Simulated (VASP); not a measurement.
# MgO in VASP: a series of runs

The runs below take MgO through single point, with PBE.

All numbers are computed with VASP 6.6.1; they aren't measurements. Logs are shortened: lines on timing, memory, paths and dates and some standing lists are left out, and cuts for length are marked.

## (1) The cell of the first run

It takes space group Amm2 (No. 38, orthorhombic). The conventional cell has a = 2.680 Å, b = 2.938 Å, c = 5.089 Å, α = 90.00°, β = 90.00°, γ = 90.00°. Within 2.6 Å of Mg (site symmetry mm2) lie 6 O at 1.94 to 2.30 Å. Within 2.6 Å of O (site symmetry mm2) lie 6 Mg at 1.94 to 2.30 Å.

## (2) Single point, PBE (atom 1 (Mg) moved by (+0.000, +0.300) A along x and y)

INCAR reads:

```
  PREC = Accurate
  ENCUT = 520
  EDIFF = 1E-6
  ISMEAR = 0
  SIGMA = 0.05
  LREAL = F
  LASPH = T
  NELM = 60
  ALGO = Normal
  ISIF = 2
  LWAVE = F
  LCHARG = T
  GGA = PE
  LELF = T
  LVHAR = T
  NBANDS = 11
```

KPOINTS reads:

```
Automatic mesh
0
Gamma
  9 9 8
```

POSCAR reads:

```
MgO
1.0
    2.9380209034      0.0000000000      0.0000000000
   -1.4690104517      2.5444007392      0.0000000000
    0.0000000000      0.0000000000      2.6796800000
Mg O
1 1
Direct
    0.0589529777      0.1179059554      0.0000000000
    0.3333333333      0.6666666667      0.5000000000
```

Potentials or basis: VASP PAW PBE potentials, release 64 (Mg, O).

Started as:

```console
$ cat potpaw_PBE.64/Mg/POTCAR potpaw_PBE.64/O/POTCAR > POTCAR
$ mpirun -np 1 vasp_std > vasp.out
```

OUTCAR:

```text
PREC = Accurate
   ENCUT = 520
   EDIFF = 1E-6
   ISMEAR = 0
   LREAL = F
   LASPH = T
   NELM = 60
   ISIF = 2
   GGA = PE

 ion  position               nearest neighbor table
   1  0.059  0.118  0.000-   2 1.94   2 1.94   2 2.30   2 2.30   2 2.30   2 2.30
   2  0.333  0.667  0.500-   1 1.94   1 1.94   1 2.30   1 2.30   1 2.30   1 2.30

  LATTYP: Found a hexagonal cell.
 ALAT       =     2.9380209034
 C/A-ratio  =     0.9120697531

  Lattice vectors:

 A1 = (   2.9380209034,   0.0000000000,   0.0000000000)
 A2 = (  -1.4690104517,   2.5444007392,   0.0000000000)
 A3 = (   0.0000000000,   0.0000000000,   2.6796800000)

Analysis of symmetry for initial positions (statically):
=====================================================================
 Subroutine PRICEL returns:
 Original cell was already a primitive cell.

 Routine SETGRP: Setting up the symmetry group for a
 hexagonal supercell.

 Subroutine GETGRP returns: Found  4 space group operations
 (whereof  4 operations were pure point group operations)
 out of a pool of 24 trial point group operations.

The static configuration has the point symmetry C_2v.

Analysis of symmetry for dynamics (positions and initial velocities):
=====================================================================
 Subroutine PRICEL returns:
 Original cell was already a primitive cell.

 Routine SETGRP: Setting up the symmetry group for a
 hexagonal supercell.

 Subroutine GETGRP returns: Found  4 space group operations
 (whereof  4 operations were pure point group operations)
 out of a pool of 24 trial point group operations.

The dynamic configuration has the point symmetry C_2v.

 Subroutine INISYM returns: Found  4 space group operations
 (whereof  4 operations are pure point group operations),
 and found     1 'primitive' translations

----------------------------------------------------------------------------------------

                                     Primitive cell

  volume of cell :      20.0320

  direct lattice vectors                    reciprocal lattice vectors
     2.938020903  0.000000000  0.000000000     0.340365175  0.196509926  0.000000000
    -1.469010452  2.544400739  0.000000000     0.000000000  0.393019851  0.000000000
     0.000000000  0.000000000  2.679680000     0.000000000  0.000000000  0.373178887

[... 88 lines left out ...]
   NFREE  =      0    steps in history (QN), initial steepest desc. (CG)
   ISIF   =      2    stress and relaxation
   ISYM   =      2    0-nonsym 1-usesym 2-fastsym
   POTIM  = 0.5000    time-step for ionic-motion
   TEBEG  =    0.0;   TEEND  =   0.0 temperature during run
   PSTRESS=    0.0 pullay stress
   NELECT =       8.0000    total number of electrons
   NUPDOWN=      -1.0000    fix difference up-down
   EMIN   =  10.00;   EMAX   =-10.00  energy-range for DOS
   EFERMI =   0.00;   METHOD = LEGACY
   ISMEAR =     0;   SIGMA  =   0.05  broadening in eV -4-tet -1-fermi 0-gaus
   EFERMI_NEDOS =   21; number of points for ismear=-14 and -15
   IALGO  =     38    algorithm
   IMIX   =      4    mixing-type and parameters
     AMIX     =   0.40;   BMIX     =  1.00
     AMIX_MAG =   1.60;   BMIX_MAG =  1.00
  volume/ion in A,a.u.               =      10.02        67.59
  Fermi-wavevector in a.u.,A,eV,Ry     =   1.205583  2.278221 19.775115  1.453430
  Thomas-Fermi vector in A             =   2.341275
   LORBIT       =      0    0 simple, 1 ext, 2 COOP (PROOUT), +10 PAW based schemes
   GGA     = PE    functional components
   LHFCALC =     F    Hartree Fock is set to
   AEXX    =    0.0000 exact exchange contribution
   IVDW    =     0    specifies the selected vdW correction
   LEPSILON=     F    determine dielectric tensor
   LRPA    =     F    only Hartree local field effects (RPA)
 non-spin polarized calculation
 Gauss-broadening in eV      SIGMA  =   0.05
  energy-cutoff  :      520.00
  volume of cell :       20.03
 maximum number of plane-waves:       562
 NGX is ok and might be reduce to    24
   NGX = 11   NGY = 11   NGZ =  9

 number of electron       7.9999996 magnetization

 Free energy of the ion-electron system (eV)
  ---------------------------------------------------
  ext. energy  EPLUGINS =         0.00000000
  ---------------------------------------------------
  free energy    TOTEN  =       -11.00744316 eV

  energy without entropy =      -11.00744316  energy(sigma->0) =      -11.00744316

 E-fermi :   3.7408     XC(G=0): -10.7060

 val. band max:        3.4469430643   @ k =   0.0000   0.0000   0.5000
 cond. band min:       6.2048941633   @ k =   0.0000   0.0000   0.0000
 fundamental gap:      2.7579510990
 Fermi energy:         3.7407639219

 k-point     1 :       0.0000    0.0000    0.0000
  band No.  band energies     occupation
      1     -14.1803      2.00000
      2       2.5201      2.00000
      3       2.7767      2.00000
      4       2.8249      2.00000
      5       6.2049      0.00000
      6      15.2137      0.00000
      7      18.6958      0.00000
      8      19.2046      0.00000
      9      22.8648      0.00000
     10      23.9999      0.00000
     11      24.9200      0.00000
[... 309 lines left out ...]
 k-point    24 :       0.4444    0.3333    0.0000
  band No.  band energies     occupation
      1     -13.0994      2.00000
      2      -0.9287      2.00000
      3       0.5072      2.00000
      4       3.1495      2.00000
      5      11.4028      0.00000
      6      13.9429      0.00000
      7      15.6766      0.00000
      8      21.1289      0.00000
      9      22.2999      0.00000
     10      25.3795      0.00000
     11      25.8183      0.00000

 [... further k-points ...]

------------------------ aborting loop because EDIFF is reached ----------------------------------------

  FORCE on cell =-STRESS in cart. coord.  units (eV):
  Direction    XX          YY          ZZ          XY          YZ          ZX
  --------------------------------------------------------------------------------------
  -------------------------------------------------------------------------------------
  Total        0.2150141      1.0099058      1.2493963      0.0000000      0.0000000      0.0000000
  in kB       17.1970566     80.7733510     99.9280596      0.0000000      0.0000000      0.0000000
  external PRESSURE =      65.9661557 kB  Pullay stress =       0.0000000 kB

 VOLUME and BASIS-vectors are now :
 -----------------------------------------------------------------------------
  energy-cutoff  :      520.00
  volume of cell :       20.03
      direct lattice vectors                 reciprocal lattice vectors
     2.938020903  0.000000000  0.000000000     0.340365175  0.196509926  0.000000000
    -1.469010452  2.544400739  0.000000000     0.000000000  0.393019851  0.000000000
     0.000000000  0.000000000  2.679680000     0.000000000  0.000000000  0.373178887

 POSITION                                       TOTAL-FORCE (eV/Angst)
 -----------------------------------------------------------------------------------
      0.00000      0.30000      0.00000         0.000000     -1.754580      0.000000
     -0.00000      1.69627      1.33984         0.000000      1.754580      0.000000
 -----------------------------------------------------------------------------------
    total drift:                                0.000000      0.000243     -0.000000

  FREE ENERGIE OF THE ION-ELECTRON SYSTEM (eV)
  ---------------------------------------------------
  free  energy   TOTEN  =       -11.0074431635 eV

  energy  without entropy=      -11.0074431635  energy(sigma->0) =      -11.00744316
```

OSZICAR:

```text
N       E                     dE             d eps       ncg     rms          rms(c)
DAV:   1     0.178865812557E+02    0.17887E+02   -0.43394E+03  2926   0.630E+02
DAV:   2    -0.121425447740E+02   -0.30029E+02   -0.29348E+02  3189   0.139E+02
DAV:   3    -0.129127832508E+02   -0.77024E+00   -0.76968E+00  3299   0.204E+01
DAV:   4    -0.129148809993E+02   -0.20977E-02   -0.20977E-02  2954   0.122E+00
DAV:   5    -0.129148885558E+02   -0.75566E-05   -0.75566E-05  3273   0.706E-02    0.768E+00
DAV:   6    -0.110638346151E+02    0.18511E+01   -0.10635E+01  2843   0.175E+01    0.245E+00
DAV:   7    -0.110272991702E+02    0.36535E-01   -0.77498E-02  3029   0.239E+00    0.142E+00
DAV:   8    -0.110079548586E+02    0.19344E-01   -0.41627E-02  2888   0.217E+00    0.277E-01
DAV:   9    -0.110074099632E+02    0.54490E-03   -0.12433E-03  3190   0.269E-01    0.141E-01
DAV:  10    -0.110074419552E+02   -0.31992E-04   -0.45492E-04  2879   0.173E-01    0.196E-02
DAV:  11    -0.110074426138E+02   -0.65863E-06   -0.23424E-05  3161   0.400E-02    0.196E-02
DAV:  12    -0.110074431567E+02   -0.54284E-06   -0.11204E-05  2921   0.261E-02    0.305E-03
DAV:  13    -0.110074431635E+02   -0.67905E-08   -0.63257E-07  1522   0.567E-03
   1 F= -.11007443E+02 E0= -.11007443E+02  d E =-.438169E-19
```

stdout:

```text
POSCAR found type information on POSCAR MgO
 POSCAR found :  2 types and       2 ions
 scaLAPACK will be used
 LDA part: xc-table for (Slater+PW92), standard interpolation
 POSCAR, INCAR and KPOINTS ok, starting setup
 FFT: planning ... GRIDC
 FFT: planning ... GRID_SOFT
 FFT: planning ... GRID
 WAVECAR not read
 entering main loop
```

It took 14 s on 1 thread of Intel Xeon Platinum 8124M at 3.00GHz (Skylake/Cascade Lake), shared host; peak memory 0.15 GiB.

What came out:

| Quantity | Value |
| --- | --- |
| Free energy | -11.0074 eV |
| Pressure | 6.6 GPa |
| Largest force | 1.755 eV/Å |
| Band gap on the k mesh | 2.76 eV, indirect (least direct gap 3.38 eV) |

Forces on the atoms (eV/Å):
```
Mg   0.000 -1.755  0.000
O    0.000  1.755  0.000
```

Caveat: the cell differs from its parent crystal (atom 1 (Mg) moved by (+0.000, +0.300) A along x and y); forces of over 1 eV/Å act on the atoms, so gaps and moduli don't describe the material at rest.

## (3) Single point, PBE (atom 1 (Mg) moved by (-0.600, +0.600) A along x and y)

INCAR reads:

```
SYSTEM = MgO
PREC = Accurate
ENCUT = 520
EDIFF = 1E-6
ISMEAR = 0
SIGMA = 0.05
LREAL = .False.
LASPH = .True.
NELM = 60
ALGO = Normal
ISIF = 2
LWAVE = .False.
LCHARG = .False.
GGA = PE
NBANDS = 11
```

KPOINTS reads:

```
Automatic mesh
0
Gamma
  9 9 8
  0 0 0
```

POSCAR: that of step 2 with these lines changed.

```diff
@@ -8,3 +8,3 @@
 Direct
-    0.0589529777      0.1179059554      0.0000000000
+   -0.0863131498      0.2358119107      0.0000000000
     0.3333333333      0.6666666667      0.5000000000
```

Potentials or basis: VASP PAW PBE potentials, release 64 (Mg, O).

Started as:

```console
$ cat potpaw_PBE.64/Mg/POTCAR potpaw_PBE.64/O/POTCAR > POTCAR
$ mpirun -np 1 vasp_std > vasp.out
```

It took 21 s on 1 thread of Intel Xeon Platinum 8124M at 3.00GHz (Skylake/Cascade Lake), shared host; peak memory 0.17 GiB.

It converged, with:

* Free energy: -10.5990 eV
* Pressure: 20.3 GPa
* Largest force: 2.971 eV/Å
* Band gap on the k mesh: 2.29 eV, indirect (least direct gap 2.76 eV)

Forces in eV/Å, atoms in the order of the input:
```
Mg  -1.413 -2.613  0.000
O    1.413  2.613  0.000
```

Stress tensor (GPa, compression positive):
```
13.45  2.18  0.00
 2.18 16.96  0.00
 0.00  0.00 30.40
```

Levels at points of the mesh, in eV from the valence-band top:
```
           k point  band 1  band 2  band 3  band 4  band 5  band 6  band 7  band 8  band 9
(0.00, 0.00, 0.00)  -17.87   -1.32   -1.02   -0.46    2.29   11.65   14.58   16.84   17.50
(0.00, 0.00, 0.50)  -16.82   -5.68   -1.16    0.00    7.56    7.97   18.26   19.30   19.72
```

Caveat: the cell differs from its parent crystal (atom 1 (Mg) moved by (-0.600, +0.600) A along x and y); forces of over 1 eV/Å act on the atoms, so gaps and moduli don't describe the material at rest. A k mesh can miss the band edges.

## (4) Single point, PBE (atom 1 (Mg) moved by (-0.600, -0.300) A along x and y)

INCAR reads:

```
SYSTEM = MgO
PREC = Accurate
ENCUT = 520
EDIFF = 1E-7
ISMEAR = 0
SIGMA = 0.05
LREAL = .FALSE.
LASPH = .TRUE.
NELM = 60
ALGO = Normal
ISIF = 2
LWAVE = .FALSE.
LCHARG = .FALSE.
GGA = PE
NBANDS = 11
```

KPOINTS reads:

```
Automatic mesh
0
G
  9 9 8
  0 0 0
```

POSCAR: that of step 3 with these lines changed.

```diff
@@ -8,3 +8,3 @@
 Direct
-   -0.0863131498      0.2358119107      0.0000000000
+   -0.2631720829     -0.1179059554      0.0000000000
     0.3333333333      0.6666666667      0.5000000000
```

Potentials or basis: VASP PAW PBE potentials, release 64 (Mg, O).

Started as:

```console
$ cat potpaw_PBE.64/Mg/POTCAR potpaw_PBE.64/O/POTCAR > POTCAR
$ mpirun -np 1 vasp_std > vasp.out
```

OUTCAR:

```text
SYSTEM = MgO
   PREC = Accurate
   ENCUT = 520
   EDIFF = 1E-7
   ISMEAR = 0
   LREAL = .FALSE.
   LASPH = .TRUE.
   NELM = 60
   ISIF = 2
   GGA = PE

 ion  position               nearest neighbor table
   1  0.737  0.882  0.000-   2 1.69   2 1.69   2 2.48   2 2.48   2 2.53   2 2.53
   2  0.333  0.667  0.500-   1 1.69   1 1.69   1 2.48   1 2.48   1 2.53   1 2.53

  LATTYP: Found a hexagonal cell.
 ALAT       =     2.9380209034
 C/A-ratio  =     0.9120697531

  Lattice vectors:

 A1 = (   2.9380209034,   0.0000000000,   0.0000000000)
 A2 = (  -1.4690104517,   2.5444007392,   0.0000000000)
 A3 = (   0.0000000000,   0.0000000000,   2.6796800000)

Analysis of symmetry for initial positions (statically):
=====================================================================
 Subroutine PRICEL returns:
 Original cell was already a primitive cell.

 Routine SETGRP: Setting up the symmetry group for a
 hexagonal supercell.

 Subroutine GETGRP returns: Found  2 space group operations
 (whereof  2 operations were pure point group operations)
 out of a pool of 24 trial point group operations.

The static configuration has the point symmetry C_1h.
[... 172 lines left out ...]
      2       2.1721      2.00000
      3       2.2436      2.00000
      4       2.7241      2.00000
      5       5.8474      0.00000
      6      16.0359      0.00000
      7      19.0648      0.00000
      8      19.1721      0.00000
      9      21.7601      0.00000
     10      23.3226      0.00000
     11      25.4233      0.00000
[... 309 lines left out ...]
 k-point    24 :      -0.1111    0.4444    0.0000
  band No.  band energies     occupation
      1     -13.4964      2.00000
      2      -1.1121      2.00000
      3       1.3288      2.00000
      4       2.5165      2.00000
      5      10.3282      0.00000
      6      12.8777      0.00000
      7      17.4982      0.00000
      8      20.4722      0.00000
      9      21.7903      0.00000
     10      26.7889      0.00000
     11      27.1875      0.00000

 [... further k-points ...]

------------------------ aborting loop because EDIFF is reached ----------------------------------------

  FORCE on cell =-STRESS in cart. coord.  units (eV):
  Direction    XX          YY          ZZ          XY          YZ          ZX
  --------------------------------------------------------------------------------------
  -------------------------------------------------------------------------------------
  Total        4.4785507      2.3972311     10.3319368      2.0506537      0.0000000      0.0000000
  in kB      358.1993120    191.7331246    826.3594420    164.0134951      0.0000000      0.0000000
  external PRESSURE =     458.7639595 kB  Pullay stress =       0.0000000 kB

 VOLUME and BASIS-vectors are now :
 -----------------------------------------------------------------------------
  energy-cutoff  :      520.00
  volume of cell :       20.03
      direct lattice vectors                 reciprocal lattice vectors
     2.938020903  0.000000000  0.000000000     0.340365175  0.196509926  0.000000000
    -1.469010452  2.544400739  0.000000000     0.000000000  0.393019851  0.000000000
     0.000000000  0.000000000  2.679680000     0.000000000  0.000000000  0.373178887

 POSITION                                       TOTAL-FORCE (eV/Angst)
 -----------------------------------------------------------------------------------
      0.86901      2.24440      0.00000         5.856492      3.692280      0.000000
     -0.00000      1.69627      1.33984        -5.856492     -3.692280      0.000000
 -----------------------------------------------------------------------------------
    total drift:                               -0.000014     -0.000007      0.000000

  FREE ENERGIE OF THE ION-ELECTRON SYSTEM (eV)
  ---------------------------------------------------
  free  energy   TOTEN  =        -9.5307170934 eV

  energy  without entropy=       -9.5307170934  energy(sigma->0) =       -9.53071709
```

Run time: 22 s. Hardware: 1 thread of Intel Xeon Platinum 8124M at 3.00GHz (Skylake/Cascade Lake), shared host; peak memory 0.17 GiB.

What came out:

```yaml
Free_energy: -9.5307 eV
Pressure: 45.9 GPa
Largest_force: 6.923 eV/Å
Band_gap_on_the_k_mesh: 2.56 eV, indirect (least direct gap 3.12 eV)
```

Forces on the atoms (eV/Å):
```
Mg   5.856  3.692  0.000
O   -5.856 -3.692  0.000
```

Caveat: the cell differs from its parent crystal (atom 1 (Mg) moved by (-0.600, -0.300) A along x and y); forces of over 1 eV/Å act on the atoms, so gaps and moduli don't describe the material at rest. A k mesh can miss the band edges.
